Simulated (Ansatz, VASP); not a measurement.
Pt: VASP beside Ansatz

INCAR

```
SYSTEM = Pt
ALGO = Fast
EDIFF = 1E-7
ENCUT = 520
GGA = PE
ISIF = 2
ISMEAR = 0
LASPH = .True.
LCHARG = .True.
LELF = .True.
LREAL = .False.
LVHAR = .True.
LWAVE = .False.
NBANDS = 11
NELM = 100
PREC = Accurate
SIGMA = 0.15
```

KPOINTS

```
k-points
0
Gamma
  24 24 24
  0 0 0
```

POSCAR

```
Pt
1.0
   -1.2197035754      1.6058645529      1.6058645529
    1.6058645529     -1.2197035754      1.6058645529
    1.6058645529      1.6058645529     -1.2197035754
Pt
1
Direct
    0.0000000000      0.0000000000      0.0000000000
```

Input for Ansatz:

```yaml
crystal:
  lattice:
    - [-1.2197035754, 1.6058645529, 1.6058645529]
    - [1.6058645529, -1.2197035754, 1.6058645529]
    - [1.6058645529, 1.6058645529, -1.2197035754]
  atoms:
    - { symbol: Pt, position: [0.0, 0.0, 0.0] }
basis:
  ecutwfc: 420
kpoints:
  mp_grid: { grid: [24, 24, 24] }
hamiltonian:
  xc: pbe
scf:
  occupations: { method: gaussian, width: 0.15 }
output:
  forces: true
  stress: true
  eigenvalues: true
```

Alike in both runs: task single point; functional PBE; k mesh 24 × 24 × 24; occupations gaussian, width 0.15 eV; no spin polarisation.

|  | VASP | Ansatz |
| --- | --- | --- |
| version | VASP 6.6.1 | Ansatz 0.2.0 |
| potentials or method | VASP PAW PBE potentials, release 64 (Pt), cutoff 520 eV | scalar-relativistic, plane waves, PAW |
| valence electrons in the cell | 10 | 18 |

```csv
,VASP,Ansatz,Ansatz less VASP
gap on the k mesh at the Fermi level (eV),none,none,-
pressure (GPa),20.1,20.6,+0.52
"traceless stress, the component that is largest in VASP (GPa)",-5.72,-5.81,-0.087
```

A gap of «none» marks a metal or a gap that the smearing closes. With one functional, cell and mesh, what is left measures potentials, basis and numerics. VASP's potentials hold 10 valence electrons a cell and Ansatz's 18, so a difference there can come from the potentials and not from the codes.

Neither program's run includes spin-orbit coupling.
